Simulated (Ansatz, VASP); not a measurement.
# K in VASP and in Ansatz

INCAR

```
PREC     = Accurate       # precision mode
ENCUT    = 520            # plane-wave cutoff, eV
EDIFF    = 1E-6           # SCF threshold, eV
ISMEAR   = -1             # smearing method
SIGMA    = 0.08           # smearing width, eV
LREAL    = False          # projectors in reciprocal space
LASPH    = True           # aspherical terms in the spheres
NELM     = 100            # most SCF steps
ALGO     = Normal         # electronic algorithm
ISIF     = 2              # what is computed and relaxed
LWAVE    = False          # write WAVECAR
LCHARG   = False          # write CHGCAR
GGA      = PS             # functional
NBANDS   = 10             # bands
```

KPOINTS

```
regular mesh
0
Gamma
  10 10 10
```

The input POSCAR:

```
K
1.0
   -2.5918200000      2.5918200000      2.6180000000
    2.5918200000     -2.5918200000      2.6180000000
    2.5918200000      2.5918200000     -2.6180000000
K
1
Direct
    0.0000000000      0.0000000000      0.0000000000
```

Input for Ansatz:

```yaml
crystal:
  lattice:
    - [-2.59182, 2.59182, 2.618]
    - [2.59182, -2.59182, 2.618]
    - [2.59182, 2.59182, -2.618]
  atoms:
    - { symbol: K, position: [0.0, 0.0, 0.0] }
kpoints:
  mp_grid: { grid: [10, 10, 10] }
  band_path:
    path:
      - [0.0, 0.0, 0.0]
      - [0.0, 0.0, 0.5]
      - [0.25, 0.25, 0.25]
      - [0.0, 0.5, 0.0]
      - [0.0, 0.0, 0.0]
      - [0.5, 0.5, -0.5]
      - [0.495025, 0.504975, -0.495025]
      - [-0.495025, 0.495025, 0.495025]
      - [0.0, 0.0, 0.0]
    npoints: 5
scf:
  occupations: { method: fermi_dirac, width: 0.08 }
hamiltonian:
  xc: pbesol
  pseudopotentials: { kind: all_electron, lapw: { basis_error: 0.0005 } }
output:
  forces: true
  stress: true
  eigenvalues: true
```

Change from the starting cell: equal xx and yy strain of -1 %.

Alike in both runs: task single point; functional PBEsol; k mesh 10 × 10 × 10; occupations fermi-dirac, width 0.08 eV; no spin polarisation.

|  | VASP | Ansatz |
| --- | --- | --- |
| version | VASP 6.6.1 | Ansatz 0.2.0 |
| potentials or method | VASP PAW PBE potentials, release 64 (K_sv), cutoff 520 eV | all-electron LAPW, scalar-relativistic |

|  | VASP | Ansatz | Ansatz less VASP |
| --- | --- | --- | --- |
| pressure (GPa) | 0.0 | 0.0 | +0.01 |

VASP's potentials were made for PBE, not for PBEsol. Ansatz ran all-electron here, and VASP with PAW potentials.
